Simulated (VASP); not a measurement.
# Rb2HfP6 (Fm-3m) in VASP: further runs, part 2 of 2

VASP 6.6.1. The steps go on from the part before.

## (3) Single point, r2SCAN

Contents of POSCAR:

```
Rb2HfP6
1.0
    0.0000000000      4.8178160000      4.8178160000
    4.8178160000      0.0000000000      4.8178160000
    4.8178160000      4.8178160000      0.0000000000
P Hf Rb
6 1 2
Direct
    0.7563000000      0.2437000000      0.2437000000
    0.2437000000      0.7563000000      0.2437000000
    0.2437000000      0.7563000000      0.7563000000
    0.7563000000      0.2437000000      0.7563000000
    0.2437000000      0.2437000000      0.7563000000
    0.7563000000      0.7563000000      0.2437000000
    0.0000000000      0.0000000000      0.0000000000
    0.2500000000      0.2500000000      0.2500000000
    0.7500000000      0.7500000000      0.7500000000
```

Contents of INCAR.step1:

```
ALGO = Normal
EDIFF = 1E-4
ENCUT = 520
GGA = PE
ISMEAR = -1
LASPH = T
LCHARG = F
LREAL = F
LWAVE = T
NBANDS = 39
NELM = 60
PREC = Accurate
SIGMA = 0.1
```

Contents of INCAR.step2:

```
ALGO = Normal
EDIFF = 1E-7
ENCUT = 520
ISIF = 2
ISMEAR = -1
ISTART = 1
LASPH = T
LCHARG = F
LMIXTAU = T
LREAL = F
LWAVE = F
METAGGA = R2SCAN
NBANDS = 39
NELM = 60
PREC = Accurate
SIGMA = 0.1
```

Contents of KPOINTS:

```
k-points
0
Gamma
  3 3 3
```

Potentials or basis: VASP PAW PBE potentials, release 64 (P, Hf_pv, Rb_sv).

Launch:

```
$ cat potpaw_PBE.64/P/POTCAR potpaw_PBE.64/Hf_pv/POTCAR potpaw_PBE.64/Rb_sv/POTCAR > POTCAR
$ cp INCAR.step1 INCAR
$ mpirun -np 1 vasp_std > vasp.out
$ cp INCAR.step2 INCAR
$ mpirun -np 1 vasp_std > vasp.out
```

OUTCAR:

```text
EDIFF = 1E-7
   ENCUT = 520
   ISIF = 2
   ISMEAR = -1
   ISTART = 1
   LASPH = T
   LREAL = F
   METAGGA = R2SCAN
   NELM = 60
   PREC = Accurate

 ion  position               nearest neighbor table
   1  0.756  0.244  0.244-   7 2.35   9 3.41   9 3.41   8 3.41   8 3.41
   2  0.244  0.756  0.244-   7 2.35   9 3.41   9 3.41   8 3.41   8 3.41
   3  0.244  0.756  0.756-   7 2.35   9 3.41   9 3.41   8 3.41   8 3.41
   4  0.756  0.244  0.756-   7 2.35   9 3.41   9 3.41   8 3.41   8 3.41
   5  0.244  0.244  0.756-   7 2.35   9 3.41   9 3.41   8 3.41   8 3.41
   6  0.756  0.756  0.244-   7 2.35   9 3.41   9 3.41   8 3.41   8 3.41
   7  0.000  0.000  0.000-   1 2.35   2 2.35   3 2.35   4 2.35   5 2.35   6 2.35   9 4.17   9 4.17
                             9 4.17   8 4.17   9 4.17   8 4.17   8 4.17   8 4.17
   8  0.250  0.250  0.250-   1 3.41   4 3.41   6 3.41   2 3.41   3 3.41   6 3.41   3 3.41   4 3.41
                             5 3.41   1 3.41   2 3.41   5 3.41   7 4.17   7 4.17   7 4.17   7 4.17
   9  0.750  0.750  0.750-   3 3.41   4 3.41   6 3.41   1 3.41   2 3.41   6 3.41   1 3.41   4 3.41
                             5 3.41   2 3.41   3 3.41   5 3.41   7 4.17   7 4.17   7 4.17   7 4.17

  LATTYP: Found a face centered cubic cell.
 ALAT       =     9.6356320000

  Lattice vectors:

 A1 = (   0.0000000000,   4.8178160000,   4.8178160000)
 A2 = (   4.8178160000,   0.0000000000,   4.8178160000)
 A3 = (   4.8178160000,   4.8178160000,   0.0000000000)

Analysis of symmetry for initial positions (statically):
=====================================================================
 Subroutine PRICEL returns:
 Original cell was already a primitive cell.

 Routine SETGRP: Setting up the symmetry group for a
 face centered cubic supercell.

 Subroutine GETGRP returns: Found 48 space group operations
 (whereof 48 operations were pure point group operations)
 out of a pool of 48 trial point group operations.

The static configuration has the point symmetry O_h .

Analysis of symmetry for dynamics (positions and initial velocities):
=====================================================================
 Subroutine PRICEL returns:
 Original cell was already a primitive cell.

 Routine SETGRP: Setting up the symmetry group for a
 face centered cubic supercell.

 Subroutine GETGRP returns: Found 48 space group operations
 (whereof 48 operations were pure point group operations)
 out of a pool of 48 trial point group operations.

The dynamic configuration has the point symmetry O_h .

 Subroutine INISYM returns: Found 48 space group operations
 (whereof 48 operations are pure point group operations),
 and found     1 'primitive' translations

----------------------------------------------------------------------------------------

                                     Primitive cell

  volume of cell :     223.6560

  direct lattice vectors                    reciprocal lattice vectors
     0.000000000  4.817816000  4.817816000    -0.103781464  0.103781464  0.103781464
     4.817816000  0.000000000  4.817816000     0.103781464 -0.103781464  0.103781464
     4.817816000  4.817816000  0.000000000     0.103781464  0.103781464 -0.103781464

  length of vectors
     6.813420728  6.813420728  6.813420728     0.179754769  0.179754769  0.179754769

[... 53 lines left out ...]
  0.333333  0.333333  0.000000      6.000000
 -0.333333  0.333333  0.000000     12.000000
   k-points           NKPTS =      4   k-points in BZ     NKDIM =      4   number of bands    NBANDS=     39
   number of dos      NEDOS =    301   number of ions     NIONS =      9
   total plane-waves  NPLWV = 157464
   dimension x,y,z NGX =    54 NGY =   54 NGZ =   54
   dimension x,y,z NGXF=   108 NGYF=  108 NGZF=  108
   ions per type =               6   1   2
   NGX,Y,Z   is equivalent  to a cutoff of  13.18, 13.18, 13.18 a.u.
   NGXF,Y,Z  is equivalent  to a cutoff of  26.35, 26.35, 26.35 a.u.
 SYSTEM =  unknown system
   PREC   = accura    normal or accurate (medium, high low for compatibility)
   ISTART =      1    job   : 0-new  1-cont  2-samecut
   ICHARG =      0    charge: 1-file 2-atom 10-const
   ISPIN  =      1    spin polarized calculation?
   LNONCOLLINEAR =      F non collinear calculations
   LSORBIT =      F    spin-orbit coupling
   LASPH  =      T    aspherical Exc in radial PAW
   ENCUT  =  520.0 eV  38.22 Ry    6.18 a.u.  12.67 12.67 12.67*2*pi/ulx,y,z
   NELM   =     60;   NELMIN=  2; NELMDL=  0     # of ELM steps
   EDIFF  = 0.1E-06   stopping-criterion for ELM
   LREAL  =      F    real-space projection
   EDIFFG = 0.1E-05   stopping-criterion for IOM
   NSW    =      0    number of steps for IOM
   IBRION =     -1    ionic relax: 0-MD 1-quasi-New 2-CG
   NFREE  =      0    steps in history (QN), initial steepest desc. (CG)
   ISIF   =      2    stress and relaxation
   ISYM   =      2    0-nonsym 1-usesym 2-fastsym
   POTIM  = 0.5000    time-step for ionic-motion
   TEBEG  =    0.0;   TEEND  =   0.0 temperature during run
   PSTRESS=    0.0 pullay stress
   NELECT =      58.0000    total number of electrons
   NUPDOWN=      -1.0000    fix difference up-down
   EMIN   =  10.00;   EMAX   =-10.00  energy-range for DOS
   EFERMI =   0.00;   METHOD = LEGACY
   ISMEAR =    -1;   SIGMA  =   0.10  broadening in eV -4-tet -1-fermi 0-gaus
   EFERMI_NEDOS =   21; number of points for ismear=-14 and -15
   IALGO  =     38    algorithm
   IMIX   =      4    mixing-type and parameters
     AMIX     =   0.40;   BMIX     =  1.00
     AMIX_MAG =   1.60;   BMIX_MAG =  1.00
  volume/ion in A,a.u.               =      24.85       167.70
  Fermi-wavevector in a.u.,A,eV,Ry     =   1.043976  1.972829 14.828805  1.089886
  Thomas-Fermi vector in A             =   2.178709
   LORBIT       =      0    0 simple, 1 ext, 2 COOP (PROOUT), +10 PAW based schemes
   METAGGA = R2SCAN    functional components
   LHFCALC =     F    Hartree Fock is set to
   AEXX    =    0.0000 exact exchange contribution
   IVDW    =     0    specifies the selected vdW correction
   LEPSILON=     F    determine dielectric tensor
   LRPA    =     F    only Hartree local field effects (RPA)
 non-spin polarized calculation
  energy-cutoff  :      520.00
  volume of cell :      223.66
 maximum number of plane-waves:      6046
 NGX is ok and might be reduce to    50
   NGX = 25   NGY = 25   NGZ = 25

 number of electron      57.9999998 magnetization

 Free energy of the ion-electron system (eV)
  ---------------------------------------------------
  ext. energy  EPLUGINS =         0.00000000
  ---------------------------------------------------
  free energy    TOTEN  =      -121.66007392 eV

  energy without entropy =     -121.43045583  energy(sigma->0) =     -121.54526488

 E-fermi :   2.8138     XC(G=0):  -9.6946

 val. band max:        2.7879426907   @ k =   0.3333   0.0000   0.0000
 cond. band min:       2.9109826604   @ k =   0.0000   0.0000   0.0000
 fundamental gap:      0.1230399697
 Fermi energy:         2.8137709098

 k-point     1 :       0.0000    0.0000    0.0000
  band No.  band energies     occupation
      1     -27.4832      2.00000
      2     -27.4832      2.00000
      3     -27.4832      2.00000
      4     -24.0092      2.00000
      5     -23.9963      2.00000
      6      -8.7343      2.00000
[... 157 lines left out ...]
     38       7.6620      0.00000
     39       8.8557      0.00000

------------------------ aborting loop because EDIFF is reached ----------------------------------------

  FORCE on cell =-STRESS in cart. coord.  units (eV):
  Direction    XX          YY          ZZ          XY          YZ          ZX
  --------------------------------------------------------------------------------------
  -------------------------------------------------------------------------------------
  Total        7.0054865      7.0054865      7.0054865      0.0000000      0.0000000      0.0000000
  in kB       50.1843447     50.1843447     50.1843447      0.0000000      0.0000000      0.0000000
  external PRESSURE =      50.1843447 kB  Pullay stress =       0.0000000 kB

 VOLUME and BASIS-vectors are now :
 -----------------------------------------------------------------------------
  energy-cutoff  :      520.00
  volume of cell :      223.66
      direct lattice vectors                 reciprocal lattice vectors
     0.000000000  4.817816000  4.817816000    -0.103781464  0.103781464  0.103781464
     4.817816000  0.000000000  4.817816000     0.103781464 -0.103781464  0.103781464
     4.817816000  4.817816000  0.000000000     0.103781464  0.103781464 -0.103781464

 POSITION                                       TOTAL-FORCE (eV/Angst)
 -----------------------------------------------------------------------------------
      2.34820      4.81782      4.81782         1.913957     -0.000000      0.000000
      4.81782      2.34820      4.81782         0.000000      1.913957      0.000000
      7.28743      4.81782      4.81782        -1.913957     -0.000000      0.000000
      4.81782      7.28743      4.81782         0.000000     -1.913957      0.000000
      4.81782      4.81782      2.34820         0.000000     -0.000000      1.913957
      4.81782      4.81782      7.28743         0.000000     -0.000000     -1.913957
      0.00000      0.00000      0.00000         0.000000     -0.000000      0.000000
      2.40891      2.40891      2.40891         0.000000      0.000000     -0.000000
      7.22672      7.22672      7.22672        -0.000000     -0.000000     -0.000000
 -----------------------------------------------------------------------------------
    total drift:                                0.000000      0.000000      0.000000

  FREE ENERGIE OF THE ION-ELECTRON SYSTEM (eV)
  ---------------------------------------------------
  free  energy   TOTEN  =      -121.6600739233 eV

  energy  without entropy=     -121.4304558345  energy(sigma->0) =     -121.54526488
```

It used 170 s of CPU time on 1 thread of Intel(R) Xeon(R) Platinum 8488C (Sapphire Rapids) (shared host).

Results:

- Free energy: -121.6601 eV
- Pressure: 5.0 GPa
- Largest force: 1.914 eV/Å
- Band gap on the k mesh: zero (bands 29 and 30 overlap by 0.14 eV)

Forces on the atoms (eV/Å):
```
P    1.914  0.000  0.000
P    0.000  1.914  0.000
P   -1.914  0.000  0.000
P    0.000 -1.914  0.000
P    0.000  0.000  1.914
P    0.000  0.000 -1.914
Hf   0.000  0.000  0.000
Rb   0.000  0.000  0.000
Rb   0.000  0.000  0.000
```

Caveat: the k points lie up to 0.38 Å⁻¹ apart; the PAW data sets were made with another functional, which shifts forces and pressure a little; spin-orbit coupling is left out, which moves the levels of the heavy elements.
